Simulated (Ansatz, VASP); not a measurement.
**Two plane-wave programs on MgPtS3**

```xyz
5
Lattice="3.7793 0.0000 0.0000 0.0000 3.4328 0.0000 0.0000 0.0000 6.7874" Properties=species:S:1:pos:R:3 pbc="T T T"
Mg    0.0000    1.7164    4.9851
Pt    1.8896    0.0000    1.9213
S     0.0000    1.7164    2.3386
S     1.8896    0.0000    4.3178
S     1.8896    1.7164    0.0119
```

Alike in both runs: functional PBE; k mesh 3 × 3 × 2; occupations gaussian, width 0.15 eV; no spin polarisation.

Ansatz relaxed the structure, and its values are those at the end. VASP's run is a single point on that final structure, the one shown.

```csv
,VASP,Ansatz
version,VASP 6.6.1,Ansatz 0.2.0
potentials or method,"VASP PAW PBE potentials, release 64 (Mg, Pt, S), cutoff 600 eV","scalar-relativistic, plane waves, PAW"
valence electrons in the cell,30,46
```

|  | VASP | Ansatz | Ansatz less VASP |
| --- | --- | --- | --- |
| gap on the k mesh at the Fermi level (eV) | none | none | - |
| pressure (GPa) | 0.1 | 0.3 | +0.24 |
| rms of the force components (eV/Å) | 0.023 | 0.020 | -0.0025 |

A gap of «none» marks a metal or a gap that the smearing closes. VASP's potentials hold 30 valence electrons a cell and Ansatz's 46, so a difference there can come from the potentials and not from the codes.

The k mesh is coarse, so the values compare programs but aren't converged. Neither program's run includes spin-orbit coupling.
